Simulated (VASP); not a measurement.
# BaTiO3 (Pm-3m) in VASP: single point with LDA

Aim: the single point of BaTiO3 with LDA.

All numbers are computed with VASP 6.6.1; they aren't measurements. Logs are shortened: lines on timing, memory, paths and dates and some standing lists are left out, and cuts for length are marked.

### 1 The cell of the first run

Symmetry: Pm-3m, No. 221, cubic system. The conventional cell has a = 3.935 Å, b = 3.935 Å, c = 3.935 Å, α = 90.00°, β = 90.00°, γ = 90.00°. Within 3.7 Å of Ba (site symmetry m-3m) lie 12 O at 2.78 Å and 8 Ti at 3.41 Å. Within 2.6 Å of Ti (site symmetry m-3m) lie 6 O at 1.97 Å. Within 2.6 Å of O (site symmetry 4/mmm) lie 2 Ti at 1.97 Å.

### 2 Single point, LDA

Input file INCAR:

```
SYSTEM = BaTiO3
PREC = Accurate
ENCUT = 1340
EDIFF = 1E-6
ISMEAR = -1
SIGMA = 0.02
LREAL = .False.
LASPH = .True.
NELM = 120
ALGO = Normal
ISIF = 2
LWAVE = .False.
LCHARG = .False.
NBANDS = 28
GGA_COMPAT = .False.
```

Input file KPOINTS:

```
Automatic mesh
0
Gamma
  6 6 6
  0 0 0
```

Input file POSCAR:

```
BaTiO3
1.0
    3.9345626680      0.0000000000      0.0000000000
    0.0000000000      3.9345626680      0.0000000000
    0.0000000000      0.0000000000      3.9345626680
Ba Ti O
1 1 3
Direct
    0.5000000000      0.5000000000      0.5000000000
    0.0000000000      0.0000000000      0.0000000000
    0.5000000000      0.0000000000      0.0000000000
    0.0000000000      0.5000000000      0.0000000000
    0.0000000000      0.0000000000      0.5000000000
```

Potentials or basis: VASP PAW LDA potentials, release 64 (Ba_sv, Ti_sv, O_h).

Started as:

```bash
$ cat potpaw_LDA.64/Ba_sv/POTCAR potpaw_LDA.64/Ti_sv/POTCAR potpaw_LDA.64/O_h/POTCAR > POTCAR
$ mpirun -np 1 vasp_std > vasp.out
```

OUTCAR:

```text
SYSTEM = BaTiO3
   PREC = Accurate
   ENCUT = 1340
   EDIFF = 1E-6
   ISMEAR = -1
   LREAL = .False.
   LASPH = .True.
   NELM = 120
   ISIF = 2

 ion  position               nearest neighbor table
   1  0.500  0.500  0.500-   3 2.78   4 2.78   5 2.78   3 2.78   4 2.78   3 2.78   5 2.78   3 2.78
                             4 2.78   5 2.78   4 2.78   5 2.78   2 3.41   2 3.41   2 3.41   2 3.41
   2  0.000  0.000  0.000-   3 1.97   4 1.97   5 1.97   5 1.97   4 1.97   3 1.97   1 3.41   1 3.41
                             1 3.41   1 3.41   1 3.41   1 3.41   1 3.41   1 3.41
   3  0.500  0.000  0.000-   2 1.97   2 1.97   1 2.78   1 2.78   1 2.78   1 2.78
   4  0.000  0.500  0.000-   2 1.97   2 1.97   1 2.78   1 2.78   1 2.78   1 2.78
   5  0.000  0.000  0.500-   2 1.97   2 1.97   1 2.78   1 2.78   1 2.78   1 2.78

  LATTYP: Found a simple cubic cell.
 ALAT       =     3.9345626680

  Lattice vectors:

 A1 = (   3.9345626680,   0.0000000000,   0.0000000000)
 A2 = (   0.0000000000,   3.9345626680,   0.0000000000)
 A3 = (   0.0000000000,   0.0000000000,   3.9345626680)

Analysis of symmetry for initial positions (statically):
=====================================================================
 Subroutine PRICEL returns:
 Original cell was already a primitive cell.

 Routine SETGRP: Setting up the symmetry group for a
 simple cubic supercell.

 Subroutine GETGRP returns: Found 48 space group operations
 (whereof 48 operations were pure point group operations)
 out of a pool of 48 trial point group operations.

The static configuration has the point symmetry O_h .

Analysis of symmetry for dynamics (positions and initial velocities):
=====================================================================
 Subroutine PRICEL returns:
 Original cell was already a primitive cell.

 Routine SETGRP: Setting up the symmetry group for a
 simple cubic supercell.

 Subroutine GETGRP returns: Found 48 space group operations
 (whereof 48 operations were pure point group operations)
 out of a pool of 48 trial point group operations.

The dynamic configuration has the point symmetry O_h .

 Subroutine INISYM returns: Found 48 space group operations
 (whereof 48 operations are pure point group operations),
 and found     1 'primitive' translations

----------------------------------------------------------------------------------------

                                     Primitive cell

  volume of cell :      60.9101

  direct lattice vectors                    reciprocal lattice vectors
     3.934562668  0.000000000  0.000000000     0.254157853  0.000000000  0.000000000
     0.000000000  3.934562668  0.000000000     0.000000000  0.254157853  0.000000000
     0.000000000  0.000000000  3.934562668     0.000000000  0.000000000  0.254157853

  length of vectors
     3.934562668  3.934562668  3.934562668     0.254157853  0.254157853  0.254157853

  position of ions in fractional coordinates (direct lattice)
     0.500000000  0.500000000  0.500000000
     0.000000000  0.000000000  0.000000000
     0.500000000  0.000000000  0.000000000
     0.000000000  0.500000000  0.000000000
     0.000000000  0.000000000  0.500000000

  ion indices of the primitive-cell ions
   primitive index   ion index
                 1           1
                 2           2
                 3           3
                 4           4
                 5           5

----------------------------------------------------------------------------------------

 KPOINTS: Automatic mesh

Automatic generation of k-mesh.
 Grid dimensions read from file:
 generate k-points for:    6    6    6

 Generating k-lattice:

  Cartesian coordinates                     Fractional coordinates (reciprocal lattice)
     0.042359642  0.000000000  0.000000000     0.166666667  0.000000000  0.000000000
     0.000000000  0.042359642  0.000000000     0.000000000  0.166666667  0.000000000
     0.000000000  0.000000000  0.042359642     0.000000000  0.000000000  0.166666667

  Length of vectors
     0.042359642  0.042359642  0.042359642

  Shift w.r.t. Gamma in fractional coordinates (k-lattice)
     0.000000000  0.000000000  0.000000000

 Subroutine IBZKPT returns following result:
 ===========================================

 Found     20 irreducible k-points:

 Following reciprocal coordinates:
            Coordinates               Weight
  0.000000  0.000000  0.000000      1.000000
  0.166667  0.000000  0.000000      6.000000
  0.333333  0.000000  0.000000      6.000000
  0.500000  0.000000  0.000000      3.000000
  0.166667  0.166667  0.000000     12.000000
  0.333333  0.166667  0.000000     24.000000
[... 12 lines left out ...]
  0.500000  0.500000  0.333333      6.000000
  0.500000  0.500000  0.500000      1.000000
   k-points           NKPTS =     20   k-points in BZ     NKDIM =     20   number of bands    NBANDS=     28
   number of dos      NEDOS =    301   number of ions     NIONS =      5
   total plane-waves  NPLWV = 110592
   dimension x,y,z NGX =    48 NGY =   48 NGZ =   48
   dimension x,y,z NGXF=    96 NGYF=   96 NGZF=   96
   ions per type =               1   1   3
   NGX,Y,Z   is equivalent  to a cutoff of  20.28, 20.28, 20.28 a.u.
   NGXF,Y,Z  is equivalent  to a cutoff of  40.56, 40.56, 40.56 a.u.
 SYSTEM =  BaTiO3
   PREC   = accura    normal or accurate (medium, high low for compatibility)
   ISTART =      0    job   : 0-new  1-cont  2-samecut
   ICHARG =      2    charge: 1-file 2-atom 10-const
   ISPIN  =      1    spin polarized calculation?
   LNONCOLLINEAR =      F non collinear calculations
   LSORBIT =      F    spin-orbit coupling
   LASPH  =      T    aspherical Exc in radial PAW
   ENCUT  = 1340.0 eV  98.49 Ry    9.92 a.u.  11.74 11.74 11.74*2*pi/ulx,y,z
   NELM   =    120;   NELMIN=  2; NELMDL= -5     # of ELM steps
   EDIFF  = 0.1E-05   stopping-criterion for ELM
   LREAL  =      F    real-space projection
   EDIFFG = 0.1E-04   stopping-criterion for IOM
   NSW    =      0    number of steps for IOM
   IBRION =     -1    ionic relax: 0-MD 1-quasi-New 2-CG
   NFREE  =      0    steps in history (QN), initial steepest desc. (CG)
   ISIF   =      2    stress and relaxation
   ISYM   =      2    0-nonsym 1-usesym 2-fastsym
   POTIM  = 0.5000    time-step for ionic-motion
   TEBEG  =    0.0;   TEEND  =   0.0 temperature during run
   PSTRESS=    0.0 pullay stress
   NELECT =      40.0000    total number of electrons
   NUPDOWN=      -1.0000    fix difference up-down
   EMIN   =  10.00;   EMAX   =-10.00  energy-range for DOS
   EFERMI =   0.00;   METHOD = LEGACY
   ISMEAR =    -1;   SIGMA  =   0.02  broadening in eV -4-tet -1-fermi 0-gaus
   EFERMI_NEDOS =   21; number of points for ismear=-14 and -15
   IALGO  =     38    algorithm
   IMIX   =      4    mixing-type and parameters
     AMIX     =   0.40;   BMIX     =  1.00
     AMIX_MAG =   1.60;   BMIX_MAG =  1.00
  volume/ion in A,a.u.               =      12.18        82.21
  Fermi-wavevector in a.u.,A,eV,Ry     =   1.422979  2.689040 27.550002  2.024868
  Thomas-Fermi vector in A             =   2.543625
   LORBIT       =      0    0 simple, 1 ext, 2 COOP (PROOUT), +10 PAW based schemes
   GGA     = CA    functional components
   LHFCALC =     F    Hartree Fock is set to
   AEXX    =    0.0000 exact exchange contribution
   IVDW    =     0    specifies the selected vdW correction
   LEPSILON=     F    determine dielectric tensor
   LRPA    =     F    only Hartree local field effects (RPA)
 non-spin polarized calculation
  energy-cutoff  :     1340.00
  volume of cell :       60.91
 maximum number of plane-waves:      6816
 NGX is ok and might be reduce to    48
   NGX = 23   NGY = 23   NGZ = 23

 number of electron      40.0000000 magnetization

 Free energy of the ion-electron system (eV)
  ---------------------------------------------------
  ext. energy  EPLUGINS =         0.00000000
  ---------------------------------------------------
  free energy    TOTEN  =       -44.17766896 eV

  energy without entropy =      -44.17766896  energy(sigma->0) =      -44.17766896

 E-fermi :   4.8547     XC(G=0): -12.0071

 val. band max:        4.3153364235   @ k =   0.5000   0.5000   0.5000
 cond. band min:       6.0703662858   @ k =   0.0000   0.0000   0.0000
 fundamental gap:      1.7550298623
 Fermi energy:         4.8547137406

 k-point     1 :       0.0000    0.0000    0.0000
  band No.  band energies     occupation
      1     -51.3528      2.00000
      2     -27.9986      2.00000
      3     -27.9986      2.00000
      4     -27.9986      2.00000
      5     -20.2366      2.00000
      6     -12.3724      2.00000
[... 20 lines left out ...]
     27       9.2768      0.00000
     28      12.1075      0.00000

 k-point     2 :       0.1667    0.0000    0.0000
  band No.  band energies     occupation
      1     -51.3524      2.00000
      2     -28.0162      2.00000
      3     -27.9979      2.00000
      4     -27.9979      2.00000
      5     -20.1968      2.00000
      6     -12.4192      2.00000
[... 20 lines left out ...]
     27       9.8634      0.00000
     28      12.7814      0.00000

 k-point     3 :       0.3333    0.0000    0.0000
  band No.  band energies     occupation
      1     -51.3517      2.00000
      2     -28.0511      2.00000
      3     -27.9964      2.00000
      4     -27.9964      2.00000
      5     -20.1149      2.00000
      6     -12.6181      2.00000
[... 20 lines left out ...]
     27      11.2320      0.00000
     28      12.7881      0.00000

 k-point     4 :       0.5000    0.0000    0.0000
  band No.  band energies     occupation
      1     -51.3513      2.00000
      2     -28.0684      2.00000
      3     -27.9957      2.00000
      4     -27.9957      2.00000
      5     -20.0728      2.00000
      6     -12.7385      2.00000
[... 454 lines left out ...]
     27      12.2563      0.00000
     28      12.4497      0.00000

 k-point    19 :       0.5000    0.5000    0.3333
  band No.  band energies     occupation
      1     -51.3488      2.00000
      2     -28.0604      2.00000
      3     -28.0604      2.00000
      4     -28.0430      2.00000
      5     -19.9083      2.00000
      6     -11.5482      2.00000
[... 20 lines left out ...]
     27      12.1161      0.00000
     28      12.5902      0.00000

 k-point    20 :       0.5000    0.5000    0.5000
  band No.  band energies     occupation
      1     -51.3485      2.00000
      2     -28.0594      2.00000
      3     -28.0594      2.00000
      4     -28.0594      2.00000
      5     -19.8861      2.00000
      6     -11.3660      2.00000
[... 20 lines left out ...]
     27      12.5904      0.00000
     28      12.5904      0.00000

------------------------ aborting loop because EDIFF is reached ----------------------------------------

  FORCE on cell =-STRESS in cart. coord.  units (eV):
  Direction    XX          YY          ZZ          XY          YZ          ZX
  --------------------------------------------------------------------------------------
  -------------------------------------------------------------------------------------
  Total        0.8878873      0.8878873      0.8878873     -0.0000000      0.0000000      0.0000000
  in kB       23.3549540     23.3549540     23.3549540     -0.0000000      0.0000000      0.0000000
  external PRESSURE =      23.3549540 kB  Pullay stress =       0.0000000 kB

 VOLUME and BASIS-vectors are now :
 -----------------------------------------------------------------------------
  energy-cutoff  :     1340.00
  volume of cell :       60.91
      direct lattice vectors                 reciprocal lattice vectors
     3.934562668  0.000000000  0.000000000     0.254157853  0.000000000  0.000000000
     0.000000000  3.934562668  0.000000000     0.000000000  0.254157853  0.000000000
     0.000000000  0.000000000  3.934562668     0.000000000  0.000000000  0.254157853

 POSITION                                       TOTAL-FORCE (eV/Angst)
 -----------------------------------------------------------------------------------
      1.96728      1.96728      1.96728         0.000000      0.000000      0.000000
      0.00000      0.00000      0.00000         0.000000      0.000000      0.000000
      1.96728      0.00000      0.00000         0.000000      0.000000      0.000000
      0.00000      1.96728      0.00000         0.000000      0.000000      0.000000
      0.00000      0.00000      1.96728         0.000000      0.000000      0.000000
 -----------------------------------------------------------------------------------
    total drift:                                0.000000      0.000000      0.000000

  FREE ENERGIE OF THE ION-ELECTRON SYSTEM (eV)
  ---------------------------------------------------
  free  energy   TOTEN  =       -44.1776689559 eV

  energy  without entropy=      -44.1776689559  energy(sigma->0) =      -44.17766896
```

Wall time 2.1 min (1 thread of Intel Xeon Platinum 8259CL at 2.50GHz (Skylake/Cascade Lake), shared host); peak memory 0.37 GiB.

What came out:

| Item | Value |
| --- | --- |
| Free energy | -44.1777 eV |
| Pressure | 2.3 GPa |
| Band gap on the k mesh | 1.76 eV (least direct gap 1.84 eV) |

Caveat: spin-orbit coupling is left out, which moves the levels of the heavy elements. A hybrid or GW would open this gap; LDA tends to underestimate it.
